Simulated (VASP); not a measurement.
# Cd15SnS16 (a cell with a defect) in VASP: electric field gradients with PBE

Aim: the electric field gradients of Cd15SnS16 (a cell with a defect) with PBE.

Everything below comes from runs of VASP 6.6.1. Logs are shortened: lines on timing, memory, paths and dates and some standing lists are left out, and cuts for length are marked.

## (1) The cell of the first run

The cell holds a defect, 32 atoms: a = 8.300 Å, b = 8.300 Å, c = 13.474 Å, α = 90.00°, β = 90.00°, γ = 120.00°.

## (2) Electric field gradients, PBE

Contents of INCAR:

```
PREC = Accurate ; ENCUT = 520
EDIFF = 1E-8 ; ISMEAR = -1
SIGMA = 0.01 ; LREAL = Auto
LASPH = T ; NELM = 100
ALGO = Normal ; ISIF = 2
LWAVE = F ; LCHARG = F
GGA = PE ; LEFG = T
NBANDS = 167
```

Contents of KPOINTS:

```
Automatic mesh
0
Gamma
  3 3 2
```

Contents of POSCAR:

```
Cd15SnS16
1.0
    8.3000000000      0.0000000000      0.0000000000
   -4.1500000000      7.1880108514      0.0000000000
    0.0000000000      0.0000000000     13.4740000000
Sn Cd S
1 15 16
Direct
    0.1666666666      0.3333333334      0.0000000000
    0.1666666666      0.3333333334      0.5000000000
    0.1666666666      0.8333333334      0.0000000000
    0.1666666666      0.8333333334      0.5000000000
    0.6666666666      0.3333333334      0.0000000000
    0.6666666666      0.3333333334      0.5000000000
    0.6666666666      0.8333333334      0.0000000000
    0.6666666666      0.8333333334      0.5000000000
    0.3333333334      0.1666666666      0.2500000000
    0.3333333334      0.1666666666      0.7500000000
    0.3333333334      0.6666666666      0.2500000000
    0.3333333334      0.6666666666      0.7500000000
    0.8333333334      0.1666666666      0.2500000000
    0.8333333334      0.1666666666      0.7500000000
    0.8333333334      0.6666666666      0.2500000000
    0.8333333334      0.6666666666      0.7500000000
    0.1666666666      0.3333333334      0.1875000000
    0.1666666666      0.3333333334      0.6875000000
    0.1666666666      0.8333333334      0.1875000000
    0.1666666666      0.8333333334      0.6875000000
    0.6666666666      0.3333333334      0.1875000000
    0.6666666666      0.3333333334      0.6875000000
    0.6666666666      0.8333333334      0.1875000000
    0.6666666666      0.8333333334      0.6875000000
    0.3333333334      0.1666666666      0.4375000000
    0.3333333334      0.1666666666      0.9375000000
    0.3333333334      0.6666666666      0.4375000000
    0.3333333334      0.6666666666      0.9375000000
    0.8333333334      0.1666666666      0.4375000000
    0.8333333334      0.1666666666      0.9375000000
    0.8333333334      0.6666666666      0.4375000000
    0.8333333334      0.6666666666      0.9375000000
```

Potentials or basis: VASP PAW PBE potentials, release 64 (Sn_d, Cd, S).

Started as:

```bash
cat potpaw_PBE.64/Sn_d/POTCAR potpaw_PBE.64/Cd/POTCAR potpaw_PBE.64/S/POTCAR > POTCAR
mpirun -np 1 vasp_std > vasp.out
```

OUTCAR:

```text
PREC = Accurate
   ENCUT = 520
   EDIFF = 1E-8
   ISMEAR = -1
   LREAL = Auto
   LASPH = T
   NELM = 100
   ISIF = 2
   GGA = PE

 ion  position               nearest neighbor table
   1  0.167  0.333  0.000-  17 2.53  28 2.54  30 2.54  26 2.54
   2  0.167  0.333  0.500-  18 2.53  27 2.54  29 2.54  25 2.54
   3  0.167  0.833  0.000-  19 2.53  26 2.54  32 2.54  28 2.54
   4  0.167  0.833  0.500-  20 2.53  25 2.54  31 2.54  27 2.54
   5  0.667  0.333  0.000-  21 2.53  32 2.54  26 2.54  30 2.54
   6  0.667  0.333  0.500-  22 2.53  31 2.54  25 2.54  29 2.54
[... 24 lines left out ...]
  31  0.833  0.667  0.438-  15 2.53   6 2.54   4 2.54   8 2.54
  32  0.833  0.667  0.938-  16 2.53   5 2.54   3 2.54   7 2.54

  LATTYP: Found a hexagonal cell.
 ALAT       =     8.3000000000
 C/A-ratio  =     1.6233734940

  Lattice vectors:

 A1 = (   8.3000000000,   0.0000000000,   0.0000000000)
 A2 = (  -4.1500000000,   7.1880108514,   0.0000000000)
 A3 = (   0.0000000000,   0.0000000000,  13.4740000000)

Analysis of symmetry for initial positions (statically):
=====================================================================
 Subroutine PRICEL returns:
 Original cell was already a primitive cell.

 Routine SETGRP: Setting up the symmetry group for a
 hexagonal supercell.

 Subroutine GETGRP returns: Found  6 space group operations
 (whereof  2 operations were pure point group operations)
 out of a pool of 24 trial point group operations.

The static configuration has the point symmetry C_1h.
 The point group associated with its full space group is C_3v.

Analysis of symmetry for dynamics (positions and initial velocities):
=====================================================================
 Subroutine PRICEL returns:
 Original cell was already a primitive cell.

 Routine SETGRP: Setting up the symmetry group for a
 hexagonal supercell.

 Subroutine GETGRP returns: Found  6 space group operations
 (whereof  2 operations were pure point group operations)
 out of a pool of 24 trial point group operations.

The dynamic configuration has the point symmetry C_1h.
 The point group associated with its full space group is C_3v.

 Subroutine INISYM returns: Found  6 space group operations
 (whereof  2 operations are pure point group operations),
 and found     1 'primitive' translations

----------------------------------------------------------------------------------------

                                     Primitive cell

  volume of cell :     803.8654

  direct lattice vectors                    reciprocal lattice vectors
     8.300000000  0.000000000  0.000000000     0.120481928  0.069560273  0.000000000
    -4.150000000  7.188010851  0.000000000     0.000000000  0.139120547  0.000000000
     0.000000000  0.000000000 13.474000000     0.000000000  0.000000000  0.074217011

  length of vectors
     8.300000000  8.300000000 13.474000000     0.139120547  0.139120547  0.074217011

  position of ions in fractional coordinates (direct lattice)
     0.166666667  0.333333333  0.000000000
     0.166666667  0.333333333  0.500000000
     0.166666667  0.833333333  0.000000000
     0.166666667  0.833333333  0.500000000
     0.666666667  0.333333333  0.000000000
     0.666666667  0.333333333  0.500000000
[... 24 lines left out ...]
     0.833333333  0.666666667  0.437500000
     0.833333333  0.666666667  0.937500000

  ion indices of the primitive-cell ions
   primitive index   ion index
                 1           1
                 2           2
                 3           3
                 4           4
                 5           5
                 6           6
[... 24 lines left out ...]
                31          31
                32          32

----------------------------------------------------------------------------------------

 KPOINTS: Automatic mesh

Automatic generation of k-mesh.
 Grid dimensions read from file:
 generate k-points for:    3    3    2

 Generating k-lattice:

  Cartesian coordinates                     Fractional coordinates (reciprocal lattice)
[... 31 lines left out ...]
 SYSTEM =  unknown system
   PREC   = accura    normal or accurate (medium, high low for compatibility)
   ISTART =      0    job   : 0-new  1-cont  2-samecut
   ICHARG =      2    charge: 1-file 2-atom 10-const
   ISPIN  =      1    spin polarized calculation?
   LNONCOLLINEAR =      F non collinear calculations
   LSORBIT =      F    spin-orbit coupling
   LASPH  =      T    aspherical Exc in radial PAW
   ENCUT  =  520.0 eV  38.22 Ry    6.18 a.u.  15.43 15.43 25.05*2*pi/ulx,y,z
   NELM   =    100;   NELMIN=  2; NELMDL= -5     # of ELM steps
   EDIFF  = 0.1E-07   stopping-criterion for ELM
   LREAL  =      T    real-space projection
   EDIFFG = 0.1E-06   stopping-criterion for IOM
   NSW    =      0    number of steps for IOM
   IBRION =     -1    ionic relax: 0-MD 1-quasi-New 2-CG
   NFREE  =      0    steps in history (QN), initial steepest desc. (CG)
   ISIF   =      2    stress and relaxation
   ISYM   =      2    0-nonsym 1-usesym 2-fastsym
   POTIM  = 0.5000    time-step for ionic-motion
   TEBEG  =    0.0;   TEEND  =   0.0 temperature during run
   PSTRESS=    0.0 pullay stress
   NELECT =     290.0000    total number of electrons
   NUPDOWN=      -1.0000    fix difference up-down
   EMIN   =  10.00;   EMAX   =-10.00  energy-range for DOS
   EFERMI =   0.00;   METHOD = LEGACY
   ISMEAR =    -1;   SIGMA  =   0.01  broadening in eV -4-tet -1-fermi 0-gaus
   EFERMI_NEDOS =   21; number of points for ismear=-14 and -15
   IALGO  =     38    algorithm
   IMIX   =      4    mixing-type and parameters
     AMIX     =   0.40;   BMIX     =  1.00
     AMIX_MAG =   1.60;   BMIX_MAG =  1.00
  volume/ion in A,a.u.               =      25.12       169.52
  Fermi-wavevector in a.u.,A,eV,Ry     =   1.165413  2.202310 18.479250  1.358187
  Thomas-Fermi vector in A             =   2.301939
   LORBIT       =      0    0 simple, 1 ext, 2 COOP (PROOUT), +10 PAW based schemes
   GGA     = PE    functional components
   LHFCALC =     F    Hartree Fock is set to
   AEXX    =    0.0000 exact exchange contribution
   IVDW    =     0    specifies the selected vdW correction
   LEPSILON=     F    determine dielectric tensor
   LRPA    =     F    only Hartree local field effects (RPA)
 non-spin polarized calculation
  energy-cutoff  :      520.00
  volume of cell :      803.87
 maximum number of plane-waves:     21722
 NGX is ok and might be reduce to    64
   NGX = 31   NGY = 31   NGZ = 51

 number of electron     289.9999977 magnetization

 Free energy of the ion-electron system (eV)
  ---------------------------------------------------
  ext. energy  EPLUGINS =         0.00000000
  ---------------------------------------------------
  free energy    TOTEN  =       -99.38142747 eV

  energy without entropy =      -99.37938283  energy(sigma->0) =      -99.38040515

 E-fermi :   3.3663     XC(G=0):  -9.1093

 val. band max:        3.3637467836   @ k =   0.3333   0.3333   0.0000
 cond. band min:       3.5078334502   @ k =   0.0000   0.0000   0.5000
 fundamental gap:      0.1440866666
 Fermi energy:         3.3662761322

 k-point     1 :       0.0000    0.0000    0.0000
  band No.  band energies     occupation
      1     -18.7405      2.00000
      2     -18.7383      2.00000
      3     -18.7383      2.00000
      4     -18.6852      2.00000
      5     -18.6852      2.00000
      6     -11.0915      2.00000
[... 949 lines left out ...]
    156       5.9739      0.00000
    157       5.9970      0.00000
 [bands above 157 left out]

------------------------ aborting loop because EDIFF is reached ----------------------------------------

  FORCE on cell =-STRESS in cart. coord.  units (eV):
  Direction    XX          YY          ZZ          XY          YZ          ZX
  --------------------------------------------------------------------------------------
  -------------------------------------------------------------------------------------
  Total       17.4589128     17.4589128     20.6241086      0.0000000      0.0000000     -0.0000000
  in kB       34.7972096     34.7972096     41.1057343      0.0000000      0.0000000     -0.0000000
  external PRESSURE =      36.9000512 kB  Pullay stress =       0.0000000 kB

 VOLUME and BASIS-vectors are now :
 -----------------------------------------------------------------------------
  energy-cutoff  :      520.00
  volume of cell :      803.87
      direct lattice vectors                 reciprocal lattice vectors
     8.300000000  0.000000000  0.000000000     0.120481928  0.069560273  0.000000000
    -4.150000000  7.188010851  0.000000000     0.000000000  0.139120547  0.000000000
     0.000000000  0.000000000 13.474000000     0.000000000  0.000000000  0.074217011

 POSITION                                       TOTAL-FORCE (eV/Angst)
 -----------------------------------------------------------------------------------
     -0.00000      2.39600      0.00000        -0.000000     -0.000000     -0.194811
     -0.00000      2.39600      6.73700        -0.000000     -0.000000     -0.117684
     -2.07500      5.99001      0.00000         0.008185      0.004726     -0.050108
     -2.07500      5.99001      6.73700        -0.000586     -0.000338     -0.071325
      4.15000      2.39600      0.00000         0.000000     -0.009452     -0.050108
      4.15000      2.39600      6.73700        -0.000000      0.000677     -0.071325
[... 24 lines left out ...]
      4.15000      4.79201      5.89487        -0.000000     -0.000000      0.039142
      4.15000      4.79201     12.63188        -0.000000     -0.000000      0.087870
 -----------------------------------------------------------------------------------
    total drift:                               -0.000002     -0.000000     -0.031975

  FREE ENERGIE OF THE ION-ELECTRON SYSTEM (eV)
  ---------------------------------------------------
  free  energy   TOTEN  =       -99.3814274733 eV

  energy  without entropy=      -99.3793828282  energy(sigma->0) =      -99.38040515

 Electric field gradients (V/A^2)
---------------------------------------------------------------------
 ion       V_xx      V_yy      V_zz      V_xy      V_xz      V_yz
---------------------------------------------------------------------
   1       0.428     0.427    -0.855    -0.001    -0.000     0.000
   2       1.116     1.116    -2.232     0.000     0.000    -0.000
   3       1.587     6.535    -8.122    -4.285    -0.630    -0.364
   4       1.617     1.603    -3.220     0.013     0.116     0.067
   5       9.009    -0.887    -8.122     0.000     0.000     0.728
   6       1.595     1.625    -3.220     0.000     0.000    -0.134
[... 24 lines left out ...]
  31      -1.349    -1.348     2.697     0.000    -0.000     0.000
  32       0.325     0.326    -0.651     0.000    -0.000     0.000
---------------------------------------------------------------------

 Electric field gradients after diagonalization (V/A^2)
 (convention: |V_zz| > |V_xx| > |V_yy|)
----------------------------------------------------------------------
 ion       V_xx      V_yy      V_zz     asymmetry (V_yy - V_xx)/ V_zz
----------------------------------------------------------------------
   1       0.428     0.427    -0.855       0.001
   2       1.116     1.116    -2.232       0.000
   3      -8.194    -0.815     9.009       0.819
   4       1.629     1.595    -3.224       0.011
   5      -8.194    -0.815     9.009       0.819
   6       1.629     1.595    -3.224       0.011
[... 24 lines left out ...]
  31      -1.349    -1.348     2.697       0.000
  32       0.326     0.325    -0.651       0.001
----------------------------------------------------------------------

           NMR quadrupolar parameters

 Cq : quadrupolar parameter    Cq=e*Q*V_zz/h
 eta: asymmetry parameters     (V_yy - V_xx)/ V_zz
 Q  : nuclear electric quadrupole moment in mb (millibarn)
----------------------------------------------------------------------
 ion       Cq(MHz)       eta       Q (mb)
----------------------------------------------------------------------
   1      -0.002       0.001       1.000
   2      -0.005       0.000       1.000
   3       0.022       0.819       1.000
   4      -0.008       0.011       1.000
   5       0.022       0.819       1.000
   6      -0.008       0.011       1.000
[... 24 lines left out ...]
  31       0.007       0.000       1.000
  32      -0.002       0.001       1.000
----------------------------------------------------------------------
```

It took 19 min on 1 thread of Intel Xeon 6975P-C (Granite Rapids), shared host; peak memory 1.1 GiB.

What came out:

- Free energy: -99.3814 eV
- Pressure: 3.7 GPa
- Largest force: 1.275 eV/Å
- Band gap on the k mesh: zero (bands 145 and 146 overlap by 0.18 eV)
- Largest electric field gradient by atom: Sn -0.9; Cd -2.2, +9.0, -3.2, -10.3, +3.9, -7.0, -1.4 (each value once); S +0.9, +1.1, -2.2, -1.6, +3.8, -1.4, +2.7, -0.7 (each value once) V/Å²

Forces in eV/Å, atoms in the order of the input:
```
Sn   0.000  0.000 -0.195
Cd   0.000  0.000 -0.118
Cd   0.008  0.005 -0.050
Cd  -0.001  0.000 -0.071
Cd   0.000 -0.009 -0.050
Cd   0.000  0.001 -0.071
Cd  -0.008  0.005 -0.050
Cd   0.001  0.000 -0.071
Cd   0.059 -0.034  0.046
Cd   0.067 -0.039 -0.161
Cd   0.000  0.068  0.046
Cd   0.000  0.077 -0.161
Cd  -0.059 -0.034  0.046
Cd  -0.067 -0.039 -0.161
Cd   0.000  0.000 -0.011
Cd   0.000  0.000 -0.133
S    0.000  0.000  1.275
S    0.000  0.000  0.106
S    0.007  0.004  0.024
S   -0.014 -0.008  0.084
S    0.000 -0.009  0.024
S    0.000  0.016  0.084
S   -0.007  0.004  0.024
S    0.014 -0.008  0.084
S    0.005 -0.003  0.065
S    0.953 -0.550 -0.287
S    0.000  0.006  0.065
S    0.000  1.100 -0.287
S   -0.005 -0.003  0.065
S   -0.953 -0.550 -0.287
S    0.000  0.000  0.039
S    0.000  0.000  0.088
```

Electric field gradients, principal values (V/Å²):
| atom | least | middle | greatest (by size) |
| --- | --- | --- | --- |
| 1 Sn | 0.427 | 0.428 | -0.855 |
| 2 Cd | 1.116 | 1.116 | -2.232 |
| 3 Cd | -0.815 | -8.194 | 9.009 |
| 4 Cd | 1.595 | 1.629 | -3.224 |
| 5 Cd | -0.815 | -8.194 | 9.009 |
| 6 Cd | 1.595 | 1.629 | -3.224 |
| 7 Cd | -0.815 | -8.194 | 9.009 |
| 8 Cd | 1.595 | 1.628 | -3.224 |
| 9 Cd | 0.984 | 9.348 | -10.332 |
| 10 Cd | -1.148 | -2.796 | 3.944 |
| 11 Cd | 0.984 | 9.349 | -10.332 |
| 12 Cd | -1.148 | -2.796 | 3.944 |
| 13 Cd | 0.984 | 9.349 | -10.332 |
| 14 Cd | -1.148 | -2.796 | 3.944 |
| 15 Cd | 3.479 | 3.480 | -6.959 |
| 16 Cd | 0.704 | 0.705 | -1.409 |
| 17 S | -0.457 | -0.458 | 0.915 |
| 18 S | -0.556 | -0.557 | 1.113 |
| 19 S | 0.064 | 2.133 | -2.197 |
| 20 S | 0.555 | 1.000 | -1.555 |
| 21 S | 0.064 | 2.133 | -2.197 |
| 22 S | 0.555 | 1.000 | -1.555 |
| 23 S | 0.064 | 2.133 | -2.198 |
| 24 S | 0.556 | 1.000 | -1.556 |
| 25 S | -1.703 | -2.110 | 3.814 |
| 26 S | 0.563 | 0.886 | -1.449 |
| 27 S | -1.704 | -2.110 | 3.814 |
| 28 S | 0.563 | 0.887 | -1.449 |
| 29 S | -1.704 | -2.110 | 3.814 |
| 30 S | 0.563 | 0.887 | -1.449 |
| 31 S | -1.348 | -1.349 | 2.697 |
| 32 S | 0.325 | 0.326 | -0.651 |

Caveat: without QUAD_EFG the Cq values of the log hold for a quadrupole moment of 1 mb, not for the nuclei; spin-orbit coupling is left out, which moves the levels of the heavy elements.

The gap in the log of VASP goes by the Fermi energy; the results here count the filled bands.